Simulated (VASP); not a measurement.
# Ag (Fm-3m) in VASP: a series of runs

Runs on Ag. Level: r2SCAN. Tasks: single point.

Program: VASP 6.6.1. These are calculated values, not measurements. Logs are shortened: lines on timing, memory, paths and dates and some standing lists are left out, and cuts for length are marked.

## (1) The cell of the first run

Symmetry: Fm-3m, No. 225, cubic system. The conventional cell has a = 4.085 Å, b = 4.085 Å, c = 4.085 Å, α = 90.00°, β = 90.00°, γ = 90.00°. Within 3.8 Å of Ag (site symmetry m-3m) lie 12 Ag at 2.89 Å.

## (2) Single point, r2SCAN

POSCAR reads:

```
Ag
1.0
    0.0000000000      2.0427500000      2.0427500000
    2.0427500000      0.0000000000      2.0427500000
    2.0427500000      2.0427500000      0.0000000000
Ag
1
Direct
    0.0000000000      0.0000000000      0.0000000000
```

INCAR.step1 reads:

```
  PREC = Accurate
  ENCUT = 520
  ISMEAR = 0
  SIGMA = 0.1
  LREAL = False
  LASPH = True
  NELM = 100
  NBANDS = 12
  GGA = PE
  ALGO = Normal
  EDIFF = 1E-4
  LWAVE = True
  LCHARG = False
```

INCAR.step2 reads:

```
  PREC = Accurate
  ENCUT = 520
  EDIFF = 1E-6
  ISMEAR = 0
  SIGMA = 0.1
  LREAL = False
  LASPH = True
  NELM = 100
  ALGO = Normal
  ISIF = 2
  LWAVE = False
  LCHARG = False
  METAGGA = R2SCAN
  LMIXTAU = True
  NBANDS = 12
  ISTART = 1
```

KPOINTS reads:

```
Automatic mesh
0
Gamma
  8 8 8
```

Potentials or basis: VASP PAW PBE potentials, release 64 (Ag).

Started as:

```
> cat potpaw_PBE.64/Ag/POTCAR > POTCAR
> cp INCAR.step1 INCAR
> mpirun -np 1 vasp_std > vasp.out
> cp INCAR.step2 INCAR
> mpirun -np 1 vasp_std > vasp.out
```

OUTCAR:

```text
PREC = Accurate
   ENCUT = 520
   EDIFF = 1E-6
   ISMEAR = 0
   LREAL = False
   LASPH = True
   NELM = 100
   ISIF = 2
   METAGGA = R2SCAN
   ISTART = 1

 ion  position               nearest neighbor table
   1  0.000  0.000  0.000-

  LATTYP: Found a face centered cubic cell.
 ALAT       =     4.0855000000

  Lattice vectors:

 A1 = (   0.0000000000,   2.0427500000,   2.0427500000)
 A2 = (   2.0427500000,   0.0000000000,   2.0427500000)
 A3 = (   2.0427500000,   2.0427500000,   0.0000000000)

Analysis of symmetry for initial positions (statically):
=====================================================================
 Subroutine PRICEL returns:
 Original cell was already a primitive cell.

 Routine SETGRP: Setting up the symmetry group for a
 face centered cubic supercell.

 Subroutine GETGRP returns: Found 48 space group operations
 (whereof 48 operations were pure point group operations)
 out of a pool of 48 trial point group operations.

The static configuration has the point symmetry O_h .

Analysis of symmetry for dynamics (positions and initial velocities):
=====================================================================
 Subroutine PRICEL returns:
 Original cell was already a primitive cell.

 Routine SETGRP: Setting up the symmetry group for a
 face centered cubic supercell.

 Subroutine GETGRP returns: Found 48 space group operations
 (whereof 48 operations were pure point group operations)
 out of a pool of 48 trial point group operations.

The dynamic configuration has the point symmetry O_h .

 Subroutine INISYM returns: Found 48 space group operations
 (whereof 48 operations are pure point group operations),
 and found     1 'primitive' translations

----------------------------------------------------------------------------------------

                                     Primitive cell

  volume of cell :      17.0481

  direct lattice vectors                    reciprocal lattice vectors
     0.000000000  2.042750000  2.042750000    -0.244768082  0.244768082  0.244768082
     2.042750000  0.000000000  2.042750000     0.244768082 -0.244768082  0.244768082
     2.042750000  2.042750000  0.000000000     0.244768082  0.244768082 -0.244768082

  length of vectors
     2.888884755  2.888884755  2.888884755     0.423950755  0.423950755  0.423950755

  position of ions in fractional coordinates (direct lattice)
     0.000000000  0.000000000  0.000000000

  ion indices of the primitive-cell ions
   primitive index   ion index
                 1           1

----------------------------------------------------------------------------------------

 KPOINTS: Automatic mesh

Automatic generation of k-mesh.
 Grid dimensions read from file:
 generate k-points for:    8    8    8

 Generating k-lattice:

  Cartesian coordinates                     Fractional coordinates (reciprocal lattice)
    -0.030596010  0.030596010  0.030596010     0.125000000  0.000000000  0.000000000
     0.030596010 -0.030596010  0.030596010     0.000000000  0.125000000  0.000000000
     0.030596010  0.030596010 -0.030596010     0.000000000  0.000000000  0.125000000

  Length of vectors
     0.052993844  0.052993844  0.052993844

  Shift w.r.t. Gamma in fractional coordinates (k-lattice)
     0.000000000  0.000000000  0.000000000

 Subroutine IBZKPT returns following result:
 ===========================================

 Found     29 irreducible k-points:

 Following reciprocal coordinates:
            Coordinates               Weight
  0.000000  0.000000  0.000000      1.000000
  0.125000  0.000000  0.000000      8.000000
  0.250000  0.000000  0.000000      8.000000
  0.375000  0.000000  0.000000      8.000000
  0.500000  0.000000  0.000000      4.000000
  0.125000  0.125000  0.000000      6.000000
[... 16 lines left out ...]
  0.500000  0.250000  0.125000     48.000000
 -0.375000  0.250000  0.125000     24.000000
 [... further k-points ...]
   k-points           NKPTS =     29   k-points in BZ     NKDIM =     29   number of bands    NBANDS=     12
   number of dos      NEDOS =    301   number of ions     NIONS =      1
   total plane-waves  NPLWV =  13824
   dimension x,y,z NGX =    24 NGY =   24 NGZ =   24
   dimension x,y,z NGXF=    48 NGYF=   48 NGZF=   48
   ions per type =               1
   NGX,Y,Z   is equivalent  to a cutoff of  13.81, 13.81, 13.81 a.u.
   NGXF,Y,Z  is equivalent  to a cutoff of  27.62, 27.62, 27.62 a.u.
 SYSTEM =  unknown system
   PREC   = accura    normal or accurate (medium, high low for compatibility)
   ISTART =      1    job   : 0-new  1-cont  2-samecut
   ICHARG =      0    charge: 1-file 2-atom 10-const
   ISPIN  =      1    spin polarized calculation?
   LNONCOLLINEAR =      F non collinear calculations
   LSORBIT =      F    spin-orbit coupling
   LASPH  =      T    aspherical Exc in radial PAW
   ENCUT  =  520.0 eV  38.22 Ry    6.18 a.u.   5.37  5.37  5.37*2*pi/ulx,y,z
   NELM   =    100;   NELMIN=  2; NELMDL=  0     # of ELM steps
   EDIFF  = 0.1E-05   stopping-criterion for ELM
   LREAL  =      F    real-space projection
   EDIFFG = 0.1E-04   stopping-criterion for IOM
   NSW    =      0    number of steps for IOM
   IBRION =     -1    ionic relax: 0-MD 1-quasi-New 2-CG
   NFREE  =      0    steps in history (QN), initial steepest desc. (CG)
   ISIF   =      2    stress and relaxation
   ISYM   =      2    0-nonsym 1-usesym 2-fastsym
   POTIM  = 0.5000    time-step for ionic-motion
   TEBEG  =    0.0;   TEEND  =   0.0 temperature during run
   PSTRESS=    0.0 pullay stress
   NELECT =      11.0000    total number of electrons
   NUPDOWN=      -1.0000    fix difference up-down
   EMIN   =  10.00;   EMAX   =-10.00  energy-range for DOS
   EFERMI =   0.00;   METHOD = LEGACY
   ISMEAR =     0;   SIGMA  =   0.10  broadening in eV -4-tet -1-fermi 0-gaus
   EFERMI_NEDOS =   21; number of points for ismear=-14 and -15
   IALGO  =     38    algorithm
   IMIX   =      4    mixing-type and parameters
     AMIX     =   0.40;   BMIX     =  1.00
     AMIX_MAG =   1.60;   BMIX_MAG =  1.00
  volume/ion in A,a.u.               =      17.05       115.05
  Fermi-wavevector in a.u.,A,eV,Ry     =   1.414644  2.673290 27.228221  2.001218
  Thomas-Fermi vector in A             =   2.536165
   LORBIT       =      0    0 simple, 1 ext, 2 COOP (PROOUT), +10 PAW based schemes
   METAGGA = R2SCAN    functional components
   LHFCALC =     F    Hartree Fock is set to
   AEXX    =    0.0000 exact exchange contribution
   IVDW    =     0    specifies the selected vdW correction
   LEPSILON=     F    determine dielectric tensor
   LRPA    =     F    only Hartree local field effects (RPA)
 non-spin polarized calculation
 Gauss-broadening in eV      SIGMA  =   0.10
  energy-cutoff  :      520.00
  volume of cell :       17.05
 maximum number of plane-waves:       477
 NGX is ok and might be reduce to    24
   NGX = 11   NGY = 11   NGZ = 11

 number of electron      10.9999999 magnetization

 Free energy of the ion-electron system (eV)
  ---------------------------------------------------
  ext. energy  EPLUGINS =         0.00000000
  ---------------------------------------------------
  free energy    TOTEN  =       -21.32693968 eV

  energy without entropy =      -21.32384345  energy(sigma->0) =      -21.32539157

 E-fermi :   8.2092     XC(G=0): -12.9661

 val. band max:        8.1330158370   @ k =   0.5000   0.2500   0.1250
 cond. band min:       8.6653875157   @ k =   0.5000   0.3750   0.1250
 fundamental gap:      0.5323716787
 Fermi energy:         8.2091999181

 k-point     1 :       0.0000    0.0000    0.0000
  band No.  band energies     occupation
      1       0.4759      2.00000
      2       3.3005      2.00000
      3       3.3005      2.00000
      4       3.3005      2.00000
      5       4.3470      2.00000
      6       4.3470      2.00000
      7      25.0964      0.00000
      8      28.8183      0.00000
      9      28.8183      0.00000
     10      28.8183      0.00000
     11      33.7682      0.00000
     12      34.8327      0.00000

 k-point     2 :       0.1250    0.0000    0.0000
  band No.  band energies     occupation
      1       0.9604      2.00000
      2       3.2151      2.00000
      3       3.4213      2.00000
      4       3.4213      2.00000
      5       4.3126      2.00000
      6       4.3126      2.00000
      7      24.5684      0.00000
      8      26.2688      0.00000
      9      28.9657      0.00000
     10      28.9657      0.00000
     11      32.7893      0.00000
     12      34.2159      0.00000

 k-point     3 :       0.2500    0.0000    0.0000
  band No.  band energies     occupation
      1       1.8181      2.00000
      2       3.5029      2.00000
      3       3.5029      2.00000
      4       3.6451      2.00000
      5       4.4781      2.00000
      6       4.4781      2.00000
      7      19.9908      0.00000
      8      25.7094      0.00000
      9      28.8199      0.00000
     10      28.8199      0.00000
     11      32.2194      0.00000
     12      32.6284      0.00000
[... 286 lines left out ...]
 k-point    23 :       0.5000    0.2500    0.1250
  band No.  band energies     occupation
      1       2.4358      2.00000
      2       2.9926      2.00000
      3       3.3732      2.00000
      4       4.1012      2.00000
      5       4.8754      2.00000
      6       8.1330      1.71870
      7      16.0880      0.00000
      8      20.6699      0.00000
      9      23.0684      0.00000
     10      28.2846      0.00000
     11      31.8500      0.00000
     12      35.3505      0.00000

 k-point    24 :      -0.3750    0.2500    0.1250
  band No.  band energies     occupation
      1       2.3770      2.00000
      2       2.8434      2.00000
      3       3.7707      2.00000
      4       3.9118      2.00000
      5       5.0895      2.00000
      6      10.8267      0.00000
      7      12.5311      0.00000
      8      21.3457      0.00000
      9      21.4850      0.00000
     10      27.6804      0.00000
     11      32.5111      0.00000
     12      36.7795      0.00000

 [... further k-points ...]
[... 5 lines left out ...]
  --------------------------------------------------------------------------------------
  -------------------------------------------------------------------------------------
  Total        0.2351006      0.2351006      0.2351006      0.0000000      0.0000000     -0.0000000
  in kB       22.0947287     22.0947287     22.0947287      0.0000000      0.0000000     -0.0000000
  external PRESSURE =      22.0947287 kB  Pullay stress =       0.0000000 kB

 VOLUME and BASIS-vectors are now :
 -----------------------------------------------------------------------------
  energy-cutoff  :      520.00
  volume of cell :       17.05
      direct lattice vectors                 reciprocal lattice vectors
     0.000000000  2.042750000  2.042750000    -0.244768082  0.244768082  0.244768082
     2.042750000  0.000000000  2.042750000     0.244768082 -0.244768082  0.244768082
     2.042750000  2.042750000  0.000000000     0.244768082  0.244768082 -0.244768082

 POSITION                                       TOTAL-FORCE (eV/Angst)
 -----------------------------------------------------------------------------------
      0.00000      0.00000      0.00000         0.000000      0.000000     -0.000000
 -----------------------------------------------------------------------------------
    total drift:                               -0.000000      0.000000      0.000000

  FREE ENERGIE OF THE ION-ELECTRON SYSTEM (eV)
  ---------------------------------------------------
  free  energy   TOTEN  =       -21.3269396786 eV

  energy  without entropy=      -21.3238434549  energy(sigma->0) =      -21.32539157
```

It took 10 s on 1 thread of Intel Xeon 6975P-C (Granite Rapids), shared host; peak memory 0.14 GiB.

Results:

```
Free energy : -21.3269 eV
Pressure    : 2.2 GPa
```

Caveat: the PAW data sets were made with another functional, which shifts forces and pressure a little.

[end of part 1 of 2]
